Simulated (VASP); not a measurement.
Set up this calculation in VASP 6.6.1, as the native input.

| Property | Result |
| --- | --- |
| Task | electric field gradients |
| Functional | PBE |
| Potentials or basis | VASP PAW PBE potentials, release 64 (Ti_sv, O) |
| Cutoff | 520 eV |
| k mesh | 7 × 7 × 10 |
| Occupations | fermi-dirac, width 0.05 eV |
| Spin | no spin polarisation |
| Dipole correction | no |
| Further INCAR settings | ALGO = Normal; EDIFF = 1e-08; NBANDS = 33 |

The structure of TiO2 lies in POSCAR:

```
TiO2
1.0
    4.6244247277      0.0000000000      0.0000000000
    0.0000000000      4.6244247277      0.0000000000
    0.0000000000      0.0000000000      2.9785965976
Ti O
2 4
Direct
    0.0000000000      0.0000000000      0.0000000000
    0.5000000000      0.5000000000      0.5000000000
    0.3060000000      0.3060000000      0.0000000000
    0.1940000000      0.8060000000      0.5000000000
    0.6940000000      0.6940000000      0.0000000000
    0.8060000000      0.1940000000      0.5000000000
```

One way to write it, as run:

INCAR

```
  ALGO = Normal
  EDIFF = 1E-8
  ENCUT = 520
  GGA = PE
  ISIF = 2
  ISMEAR = -1
  LASPH = T
  LCHARG = F
  LEFG = T
  LREAL = F
  LWAVE = F
  NBANDS = 33
  NELM = 60
  PREC = Accurate
  SIGMA = 0.05
```

KPOINTS

```
k-points
0
Gamma
  7 7 10
```

Potentials or basis: VASP PAW PBE potentials, release 64 (Ti_sv, O).

The run is started by

```bash
$ cat potpaw_PBE.64/Ti_sv/POTCAR potpaw_PBE.64/O/POTCAR > POTCAR
$ mpirun -np 1 vasp_std > vasp.out
```

Results of the run:

The pressure is 1.3 GPa and the largest force is 0.155 eV/Å. The band gap on the k mesh is 1.86 eV and the largest electric field gradient by atom is Ti -24.9; O +23.1 V/Å².

Caveat: without QUAD_EFG the Cq values of the log hold for a quadrupole moment of 1 mb, not for the nuclei; an odd mesh through Γ misses points on the zone boundary, where band edges can lie.

Wall time 3 min on 1 thread of Intel Xeon 8259CL (shared host), peak memory 0.24 GiB.
